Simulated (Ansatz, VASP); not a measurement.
## GeSb2 in VASP and in Ansatz

```
Ge Sb
1.0
     4.19221    0.00000    0.00000
    -2.09611    3.63056    0.00000
     0.00000    0.00000    4.52647
Ge Sb
1 2
Direct
  0.00000 0.00000 0.00000
  0.33333 0.66667 0.50000
  0.66667 0.33333 0.50000
```

Alike in both runs: task relaxation of cell and atoms; functional PBE; k mesh 6 × 6 × 4; occupations gaussian, width 0.1 eV; no spin polarisation.

|  | VASP | Ansatz |
| --- | --- | --- |
| version | VASP 6.6.1 | Ansatz 0.2.0 |
| potentials or method | VASP PAW PBE potentials, release 64 (Ge_d, Sb), cutoff 600 eV | scalar-relativistic, plane waves, PAW |
| valence electrons in the cell | 24 | 44 |

|  | VASP | Ansatz | Ansatz less VASP |
| --- | --- | --- | --- |
| gap on the k mesh at the Fermi level, each at its own relaxed structure (eV) | none | none | - |
| relaxed volume (Å³/atom) | 25.36 | 25.35 | -0.010 |
| relaxed length of the cell vector where the two differ most in proportion (Å) | 3.244 | 3.250 | +0.0056 |

A gap of «none» marks a metal or a gap that the smearing closes. VASP's potentials hold 24 valence electrons a cell and Ansatz's 44, so a difference there can come from the potentials and not from the codes.

Neither program's run includes spin-orbit coupling.
